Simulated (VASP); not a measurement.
A run of VASP 6.6.1:

File INCAR:

```
PREC = Accurate ; ENCUT = 520
EDIFF = 1E-7 ; ISMEAR = -1
SIGMA = 0.05 ; LREAL = False
LASPH = True ; NELM = 100
ALGO = Normal ; ISIF = 2
LWAVE = False ; LCHARG = False
GGA = PE ; NBANDS = 12
```

File KPOINTS:

```
Automatic mesh
0
Gamma
  9 9 9
```

File POSCAR:

```
Sb
1.0
    2.1361663378      1.2333162102      3.7188717261
   -2.1361663378      1.2333162102      3.7188717261
    0.0000000000     -2.4666324202      3.7188717261
Sb
2
Direct
    0.2336400000      0.2336400000      0.2336400000
    0.7663600000      0.7663600000      0.7663600000
```

Potentials or basis: VASP PAW PBE potentials, release 64 (Sb).

Command:

```console
$ cat potpaw_PBE.64/Sb/POTCAR > POTCAR
$ mpirun -np 1 vasp_std > vasp.out
```

Hardware: 1 thread of AMD EPYC 9R45 96-Core Processor (Zen 5), on a shared host.

Task: How long does it take, and how much memory?

Result: It took 39 s on 1 thread of AMD EPYC 9R45 96-Core Processor (Zen 5), on a shared host, peak memory 0.19 GiB. Counts: scf iterations 13, k points 85.
